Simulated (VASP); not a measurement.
# AlN in VASP: a series of runs, part 2 of 2

VASP 6.6.1.

**4. Electric field gradients, PBE (volume scaled by 0.98)**

INCAR reads:

```
SYSTEM = AlN
ALGO = Normal ; EDIFF = 1E-8
ENCUT = 520 ; GGA = PE
GGA_COMPAT = .False. ; ISIF = 2
ISMEAR = -1 ; LASPH = .True.
LCHARG = .False. ; LEFG = .True.
LREAL = .False. ; LWAVE = .False.
NBANDS = 11 ; NELM = 120
PREC = Accurate ; SIGMA = 0.02
```

KPOINTS reads:

```
k-points
0
Gamma
  10 10 10
  0 0 0
```

POSCAR reads:

```
AlN
1.0
    0.0000000000      1.9647244322      1.9647244322
    1.9647244322      0.0000000000      1.9647244322
    1.9647244322      1.9647244322      0.0000000000
Al N
1 1
Direct
    0.0000000000      0.0000000000      0.0000000000
    0.5000000000      0.5000000000      0.5000000000
```

Potentials or basis: VASP PAW PBE potentials, release 64 (Al, N).

Launch:

```
$ cat potpaw_PBE.64/Al/POTCAR potpaw_PBE.64/N/POTCAR > POTCAR
$ mpirun -np 1 vasp_std > vasp.out
```

OUTCAR:

```text
SYSTEM = AlN
   EDIFF = 1E-8
   ENCUT = 520
   GGA = PE
   ISIF = 2
   ISMEAR = -1
   LASPH = .True.
   LREAL = .False.
   NELM = 120
   PREC = Accurate

 ion  position               nearest neighbor table
   1  0.000  0.000  0.000-   2 1.96   2 1.96   2 1.96   2 1.96   2 1.96   2 1.96
   2  0.500  0.500  0.500-   1 1.96   1 1.96   1 1.96   1 1.96   1 1.96   1 1.96

  LATTYP: Found a face centered cubic cell.
 ALAT       =     3.9294488644

  Lattice vectors:

 A1 = (   0.0000000000,   1.9647244322,   1.9647244322)
 A2 = (   1.9647244322,   0.0000000000,   1.9647244322)
 A3 = (   1.9647244322,   1.9647244322,   0.0000000000)

Analysis of symmetry for initial positions (statically):
=====================================================================
 Subroutine PRICEL returns:
 Original cell was already a primitive cell.

 Routine SETGRP: Setting up the symmetry group for a
 face centered cubic supercell.

 Subroutine GETGRP returns: Found 48 space group operations
[... 9 lines left out ...]

 Routine SETGRP: Setting up the symmetry group for a
 face centered cubic supercell.

 Subroutine GETGRP returns: Found 48 space group operations
[... 11 lines left out ...]
                                     Primitive cell

  volume of cell :      15.1682

  direct lattice vectors                    reciprocal lattice vectors
     0.000000000  1.964724432  1.964724432    -0.254488615  0.254488615  0.254488615
     1.964724432  0.000000000  1.964724432     0.254488615 -0.254488615  0.254488615
     1.964724432  1.964724432  0.000000000     0.254488615  0.254488615 -0.254488615

  length of vectors
     2.778539938  2.778539938  2.778539938     0.440787211  0.440787211  0.440787211

  position of ions in fractional coordinates (direct lattice)
[... 143 lines left out ...]
      8      23.5551      0.00000
      9      28.9339      0.00000
     10      29.5433      0.00000
     11      29.5433      0.00000
[... 309 lines left out ...]
 k-point    24 :       0.4000    0.3000    0.0000
  band No.  band energies     occupation
      1      -3.9390      2.00000
      2       4.9100      2.00000
      3       8.0752      2.00000
      4       8.6368      2.00000
      5      17.5868      0.00000
      6      18.5903      0.00000
      7      24.3435      0.00000
      8      27.8173      0.00000
      9      28.6967      0.00000
     10      33.9204      0.00000
     11      37.2481      0.00000

 [... further k-points ...]
[... 5 lines left out ...]
  --------------------------------------------------------------------------------------
  -------------------------------------------------------------------------------------
  Total        3.0799096      3.0799096      3.0799096     -0.0000000      0.0000000      0.0000000
  in kB      325.3221377    325.3221377    325.3221377     -0.0000000      0.0000000      0.0000000
  external PRESSURE =     325.3221377 kB  Pullay stress =       0.0000000 kB

 VOLUME and BASIS-vectors are now :
 -----------------------------------------------------------------------------
  energy-cutoff  :      520.00
  volume of cell :       15.17
      direct lattice vectors                 reciprocal lattice vectors
     0.000000000  1.964724432  1.964724432    -0.254488615  0.254488615  0.254488615
     1.964724432  0.000000000  1.964724432     0.254488615 -0.254488615  0.254488615
     1.964724432  1.964724432  0.000000000     0.254488615  0.254488615 -0.254488615

 POSITION                                       TOTAL-FORCE (eV/Angst)
 -----------------------------------------------------------------------------------
      0.00000      0.00000      0.00000        -0.000000     -0.000000     -0.000000
      1.96472      1.96472      1.96472         0.000000      0.000000      0.000000
 -----------------------------------------------------------------------------------
    total drift:                               -0.000000     -0.000000      0.000000

  FREE ENERGIE OF THE ION-ELECTRON SYSTEM (eV)
  ---------------------------------------------------
  free  energy   TOTEN  =       -14.3887299684 eV

  energy  without entropy=      -14.3887299684  energy(sigma->0) =      -14.38872997

 Electric field gradients (V/A^2)
---------------------------------------------------------------------
 ion       V_xx      V_yy      V_zz      V_xy      V_xz      V_yz
---------------------------------------------------------------------
   1      -0.000    -0.000     0.000     0.000     0.000     0.000
   2      -0.000     0.000     0.000     0.000     0.000     0.000
---------------------------------------------------------------------

 Electric field gradients after diagonalization (V/A^2)
 (convention: |V_zz| > |V_xx| > |V_yy|)
----------------------------------------------------------------------
 ion       V_xx      V_yy      V_zz     asymmetry (V_yy - V_xx)/ V_zz
----------------------------------------------------------------------
   1      -0.000    -0.000     0.000       0.000
   2      -0.000    -0.000     0.001       0.000
----------------------------------------------------------------------

           NMR quadrupolar parameters

 Cq : quadrupolar parameter    Cq=e*Q*V_zz/h
 eta: asymmetry parameters     (V_yy - V_xx)/ V_zz
 Q  : nuclear electric quadrupole moment in mb (millibarn)
----------------------------------------------------------------------
 ion       Cq(MHz)       eta       Q (mb)
----------------------------------------------------------------------
   1       0.000       0.000       1.000
   2       0.000       0.000       1.000
----------------------------------------------------------------------
```

stdout:

```text
POSCAR found type information on POSCAR AlN
 POSCAR found :  2 types and       2 ions
 scaLAPACK will be used
 LDA part: xc-table for (Slater+PW92), standard interpolation
 POSCAR, INCAR and KPOINTS ok, starting setup
 FFT: planning ... GRIDC
 FFT: planning ... GRID_SOFT
 FFT: planning ... GRID
 WAVECAR not read
 entering main loop
ion   1

ion   2
```

Wall time 4.5 s (1 thread of Intel Xeon 6975P-C (Granite Rapids), shared host); peak memory 0.13 GiB.

Results:

```
Free energy            : -14.3887 eV
Pressure               : 32.5 GPa
Band gap on the k mesh : 5.15 eV, indirect (least direct gap 6.97 eV)
```

Caveat: without QUAD_EFG the Cq values of the log hold for a quadrupole moment of 1 mb, not for the nuclei.

**5. Electric field gradients, PBE (volume scaled by 1.025)**

INCAR reads:

```
SYSTEM = AlN
  PREC = Accurate
  ENCUT = 520
  EDIFF = 1E-8
  ISMEAR = -1
  SIGMA = 0.02
  LREAL = .FALSE.
  LASPH = .TRUE.
  NELM = 120
  ALGO = Normal
  ISIF = 2
  LWAVE = .FALSE.
  LCHARG = .FALSE.
  GGA = PE
  LEFG = .TRUE.
  NBANDS = 11
  GGA_COMPAT = .FALSE.
```

KPOINTS reads:

```
Automatic mesh
0
G
  10 10 10
  0 0 0
```

POSCAR reads:

```
AlN
1.0
    0.0000000000      1.9943478488      1.9943478488
    1.9943478488      0.0000000000      1.9943478488
    1.9943478488      1.9943478488      0.0000000000
Al N
1 1
Direct
    0.0000000000      0.0000000000      0.0000000000
    0.5000000000      0.5000000000      0.5000000000
```

Potentials or basis: VASP PAW PBE potentials, release 64 (Al, N).

Launch:

```
$ cat potpaw_PBE.64/Al/POTCAR potpaw_PBE.64/N/POTCAR > POTCAR
$ mpirun -np 1 vasp_std > vasp.out
```

OUTCAR:

```text
SYSTEM = AlN
   PREC = Accurate
   ENCUT = 520
   EDIFF = 1E-8
   ISMEAR = -1
   LREAL = .FALSE.
   LASPH = .TRUE.
   NELM = 120
   ISIF = 2
   GGA = PE

 ion  position               nearest neighbor table
   1  0.000  0.000  0.000-   2 1.99   2 1.99   2 1.99   2 1.99   2 1.99   2 1.99
   2  0.500  0.500  0.500-   1 1.99   1 1.99   1 1.99   1 1.99   1 1.99   1 1.99

  LATTYP: Found a face centered cubic cell.
 ALAT       =     3.9886956976

  Lattice vectors:

 A1 = (   0.0000000000,   1.9943478488,   1.9943478488)
 A2 = (   1.9943478488,   0.0000000000,   1.9943478488)
 A3 = (   1.9943478488,   1.9943478488,   0.0000000000)

Analysis of symmetry for initial positions (statically):
=====================================================================
 Subroutine PRICEL returns:
 Original cell was already a primitive cell.

 Routine SETGRP: Setting up the symmetry group for a
 face centered cubic supercell.

 Subroutine GETGRP returns: Found 48 space group operations
[... 9 lines left out ...]

 Routine SETGRP: Setting up the symmetry group for a
 face centered cubic supercell.

 Subroutine GETGRP returns: Found 48 space group operations
[... 11 lines left out ...]
                                     Primitive cell

  volume of cell :      15.8647

  direct lattice vectors                    reciprocal lattice vectors
     0.000000000  1.994347849  1.994347849    -0.250708521  0.250708521  0.250708521
     1.994347849  0.000000000  1.994347849     0.250708521 -0.250708521  0.250708521
     1.994347849  1.994347849  0.000000000     0.250708521  0.250708521 -0.250708521

  length of vectors
     2.820433776  2.820433776  2.820433776     0.434239897  0.434239897  0.434239897

  position of ions in fractional coordinates (direct lattice)
     0.000000000  0.000000000  0.000000000
     0.500000000  0.500000000  0.500000000

  ion indices of the primitive-cell ions
   primitive index   ion index
                 1           1
                 2           2

----------------------------------------------------------------------------------------

 KPOINTS: Automatic mesh

Automatic generation of k-mesh.
 Grid dimensions read from file:
 generate k-points for:   10   10   10

 Generating k-lattice:

  Cartesian coordinates                     Fractional coordinates (reciprocal lattice)
    -0.025070852  0.025070852  0.025070852     0.100000000  0.000000000  0.000000000
     0.025070852 -0.025070852  0.025070852     0.000000000  0.100000000  0.000000000
     0.025070852  0.025070852 -0.025070852     0.000000000  0.000000000  0.100000000

  Length of vectors
     0.043423990  0.043423990  0.043423990

  Shift w.r.t. Gamma in fractional coordinates (k-lattice)
     0.000000000  0.000000000  0.000000000

 Subroutine IBZKPT returns following result:
 ===========================================

 Found     47 irreducible k-points:

 Following reciprocal coordinates:
            Coordinates               Weight
  0.000000  0.000000  0.000000      1.000000
  0.100000  0.000000  0.000000      8.000000
  0.200000  0.000000  0.000000      8.000000
[... 50 lines left out ...]
   PSTRESS=    0.0 pullay stress
   NELECT =       8.0000    total number of electrons
   NUPDOWN=      -1.0000    fix difference up-down
   EMIN   =  10.00;   EMAX   =-10.00  energy-range for DOS
   EFERMI =   0.00;   METHOD = LEGACY
   ISMEAR =    -1;   SIGMA  =   0.02  broadening in eV -4-tet -1-fermi 0-gaus
   EFERMI_NEDOS =   21; number of points for ismear=-14 and -15
   IALGO  =     38    algorithm
   IMIX   =      4    mixing-type and parameters
     AMIX     =   0.40;   BMIX     =  1.00
     AMIX_MAG =   1.60;   BMIX_MAG =  1.00
  volume/ion in A,a.u.               =       7.93        53.53
  Fermi-wavevector in a.u.,A,eV,Ry     =   1.303049  2.462405 23.101814  1.697935
  Thomas-Fermi vector in A             =   2.434076
   LORBIT       =      0    0 simple, 1 ext, 2 COOP (PROOUT), +10 PAW based schemes
   GGA     = PE    functional components
   LHFCALC =     F    Hartree Fock is set to
   AEXX    =    0.0000 exact exchange contribution
   IVDW    =     0    specifies the selected vdW correction
   LEPSILON=     F    determine dielectric tensor
   LRPA    =     F    only Hartree local field effects (RPA)
 non-spin polarized calculation
  energy-cutoff  :      520.00
  volume of cell :       15.86
 maximum number of plane-waves:       444
 NGX is ok and might be reduce to    24
   NGX = 11   NGY = 11   NGZ = 11

 number of electron       7.9999999 magnetization

 Free energy of the ion-electron system (eV)
  ---------------------------------------------------
  ext. energy  EPLUGINS =         0.00000000
  ---------------------------------------------------
  free energy    TOTEN  =       -14.49579026 eV

  energy without entropy =      -14.49579026  energy(sigma->0) =      -14.49579026

 E-fermi :  11.0149     XC(G=0): -12.4775

 val. band max:       10.5008612160   @ k =   0.0000   0.0000   0.0000
 cond. band min:      15.5073949785   @ k =   0.5000   0.5000   0.0000
 fundamental gap:      5.0065337624
 Fermi energy:        11.0148855066

 k-point     1 :       0.0000    0.0000    0.0000
  band No.  band energies     occupation
      1      -7.4277      2.00000
      2      10.5009      2.00000
      3      10.5009      2.00000
      4      10.5009      2.00000
      5      16.7807      0.00000
      6      22.7992      0.00000
      7      22.7992      0.00000
      8      22.7992      0.00000
      9      28.0516      0.00000
     10      28.5930      0.00000
     11      28.5930      0.00000
[... 309 lines left out ...]
 k-point    24 :       0.4000    0.3000    0.0000
  band No.  band energies     occupation
      1      -4.2785      2.00000
      2       4.4858      2.00000
      3       7.5908      2.00000
      4       8.1283      2.00000
      5      16.8683      0.00000
      6      17.6178      0.00000
      7      23.1879      0.00000
      8      26.6238      0.00000
      9      27.4400      0.00000
     10      32.7919      0.00000
     11      35.9255      0.00000

 [... further k-points ...]
[... 5 lines left out ...]
  --------------------------------------------------------------------------------------
  -------------------------------------------------------------------------------------
  Total        1.6837066      1.6837066      1.6837066     -0.0000000      0.0000000     -0.0000000
  in kB      170.0373288    170.0373288    170.0373288     -0.0000000      0.0000000     -0.0000000
  external PRESSURE =     170.0373288 kB  Pullay stress =       0.0000000 kB

 VOLUME and BASIS-vectors are now :
 -----------------------------------------------------------------------------
  energy-cutoff  :      520.00
  volume of cell :       15.86
      direct lattice vectors                 reciprocal lattice vectors
     0.000000000  1.994347849  1.994347849    -0.250708521  0.250708521  0.250708521
     1.994347849  0.000000000  1.994347849     0.250708521 -0.250708521  0.250708521
     1.994347849  1.994347849  0.000000000     0.250708521  0.250708521 -0.250708521

 POSITION                                       TOTAL-FORCE (eV/Angst)
 -----------------------------------------------------------------------------------
      0.00000      0.00000      0.00000        -0.000000     -0.000000      0.000000
      1.99435      1.99435      1.99435         0.000000      0.000000      0.000000
 -----------------------------------------------------------------------------------
    total drift:                               -0.000000     -0.000000      0.000000

  FREE ENERGIE OF THE ION-ELECTRON SYSTEM (eV)
  ---------------------------------------------------
  free  energy   TOTEN  =       -14.4957902609 eV

  energy  without entropy=      -14.4957902609  energy(sigma->0) =      -14.49579026

 Electric field gradients (V/A^2)
---------------------------------------------------------------------
 ion       V_xx      V_yy      V_zz      V_xy      V_xz      V_yz
---------------------------------------------------------------------
   1       0.000     0.000    -0.000     0.000     0.000     0.000
   2      -0.000    -0.000    -0.000     0.000     0.000     0.000
---------------------------------------------------------------------

 Electric field gradients after diagonalization (V/A^2)
 (convention: |V_zz| > |V_xx| > |V_yy|)
----------------------------------------------------------------------
 ion       V_xx      V_yy      V_zz     asymmetry (V_yy - V_xx)/ V_zz
----------------------------------------------------------------------
   1      -0.000    -0.000     0.000       0.000
   2      -0.000    -0.000     0.000       0.000
----------------------------------------------------------------------

           NMR quadrupolar parameters

 Cq : quadrupolar parameter    Cq=e*Q*V_zz/h
 eta: asymmetry parameters     (V_yy - V_xx)/ V_zz
 Q  : nuclear electric quadrupole moment in mb (millibarn)
----------------------------------------------------------------------
 ion       Cq(MHz)       eta       Q (mb)
----------------------------------------------------------------------
   1       0.000       0.000       1.000
   2       0.000       0.000       1.000
----------------------------------------------------------------------
```

OSZICAR:

```text
N       E                     dE             d eps       ncg     rms          rms(c)
DAV:   1     0.983638801863E+01    0.98364E+01   -0.40243E+03  1074   0.623E+02
DAV:   2    -0.155806162472E+02   -0.25417E+02   -0.24733E+02  1238   0.140E+02
DAV:   3    -0.162769389329E+02   -0.69632E+00   -0.69532E+00  1262   0.209E+01
DAV:   4    -0.162794711400E+02   -0.25322E-02   -0.25321E-02  1175   0.135E+00
DAV:   5    -0.162794922356E+02   -0.21096E-04   -0.21095E-04  1226   0.114E-01    0.777E+00
DAV:   6    -0.145207153717E+02    0.17588E+01   -0.72923E+00  1124   0.146E+01    0.280E+00
DAV:   7    -0.145011725590E+02    0.19543E-01   -0.20574E-01  1171   0.324E+00    0.183E+00
DAV:   8    -0.144960771013E+02    0.50955E-02   -0.14944E-02  1097   0.107E+00    0.344E-01
DAV:   9    -0.144957410991E+02    0.33600E-03   -0.13899E-03  1166   0.227E-01    0.156E-01
DAV:  10    -0.144957965980E+02   -0.55499E-04   -0.13219E-04  1145   0.841E-02    0.459E-02
DAV:  11    -0.144957905863E+02    0.60118E-05   -0.19635E-05  1205   0.252E-02    0.767E-03
DAV:  12    -0.144957903116E+02    0.27462E-06   -0.66997E-07  1148   0.687E-03    0.131E-03
DAV:  13    -0.144957902625E+02    0.49141E-07   -0.13411E-08  1138   0.769E-04    0.243E-04
DAV:  14    -0.144957902516E+02    0.10933E-07   -0.49463E-10   601   0.187E-04    0.338E-04
DAV:  15    -0.144957902609E+02   -0.93184E-08   -0.18772E-10   589   0.934E-05
   1 F= -.14495790E+02 E0= -.14495790E+02  d E =-.223253E-13
```

stdout:

```text
POSCAR found type information on POSCAR AlN
 POSCAR found :  2 types and       2 ions
 scaLAPACK will be used
 LDA part: xc-table for (Slater+PW92), standard interpolation
 POSCAR, INCAR and KPOINTS ok, starting setup
 FFT: planning ... GRIDC
 FFT: planning ... GRID_SOFT
 FFT: planning ... GRID
 WAVECAR not read
 entering main loop
ion   1

ion   2
```

Run time: 4.5 s. Hardware: 1 thread of Intel Xeon 6975P-C (Granite Rapids), shared host; peak memory 0.13 GiB.

Results:

| Quantity | Value |
| --- | --- |
| Free energy | -14.4958 eV |
| Pressure | 17.0 GPa |
| Band gap on the k mesh | 5.01 eV, indirect (least direct gap 6.28 eV) |

Levels at points of the mesh, in eV from the valence-band top:
| k point | band 2 | band 3 | band 4 | band 5 | band 6 | band 7 |
| --- | --- | --- | --- | --- | --- | --- |
| (0.00, 0.00, 0.00) | 0.00 | 0.00 | 0.00 | 6.28 | 12.30 | 12.30 |
| (0.50, 0.00, 0.00) | -8.57 | -1.15 | -1.15 | 6.40 | 11.33 | 11.33 |
| (0.50, 0.50, 0.00) | -7.66 | -2.90 | -2.90 | 5.01 | 5.23 | 14.56 |

Caveat: without QUAD_EFG the Cq values of the log hold for a quadrupole moment of 1 mb, not for the nuclei. A k mesh can miss the band edges.

**6. The runs side by side**

| cell | gap on the mesh (eV) | pressure (GPa) |
| --- | --- | --- |
| a = 2.797 Å, angles 60.0°, 2 atoms | 5.20 | 26.5 |
| a = 2.825, b = 2.825, c = 2.797 Å, angles 60.3, 60.3, 59.3°, 2 atoms | 4.90 | 18.8 |
| a = 2.779 Å, angles 60.0°, 2 atoms | 5.15 | 32.5 |
| a = 2.820 Å, angles 60.0°, 2 atoms | 5.01 | 17.0 |

Alike in all rows: task electric field gradients; level PBE; potentials or basis VASP PAW PBE potentials, release 64 (Al, N); no spin polarisation; k mesh 10 × 10 × 10; cutoff (eV) 520; smearing fermi-dirac 0.02 eV.

Total energies depend on the potentials used, so only differences within one code and one set of settings carry meaning.
